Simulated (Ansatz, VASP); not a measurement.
# One calculation of TiAl, two programs

```xyz
2
Lattice="2.9174 0.0000 0.0000 -1.4587 2.4831 0.0000 0.0000 0.0000 4.6781" Properties=species:S:1:pos:R:3 pbc="T T T"
Ti    0.0000    0.0000    0.0000
Al    0.0000    1.6554    2.3390
```

Change from the starting cell: strain +0.0175 x Voigt [1, 0, 0, 0, 0, 0], atoms carried along.

Alike in both runs: task single point; functional PBEsol; k mesh 18 × 18 × 10; occupations gaussian, width 0.15 eV; no spin polarisation.

```csv
,VASP,Ansatz
version,VASP 6.6.1,Ansatz 0.2.0
potentials or method,"VASP PAW PBE potentials, release 64 (Ti_sv, Al), cutoff 520 eV","scalar-relativistic, plane waves, PAW"
valence electrons in the cell,15,15
```

```csv
,VASP,Ansatz,Ansatz less VASP
gap on the k mesh at the Fermi level (eV),none,none,-
pressure (GPa),-4.5,-4.4,+0.10
"traceless stress, the component that is largest in VASP (GPa)",0.80,0.84,+0.034
rms of the force components (eV/Å),0.029,0.029,-0.0002
```

VASP's potentials were made for PBE, not for PBEsol. Atom by atom the forces differ by 0.000 eV/Å (rms over components). A gap of «none» marks a metal or a gap that the smearing closes.
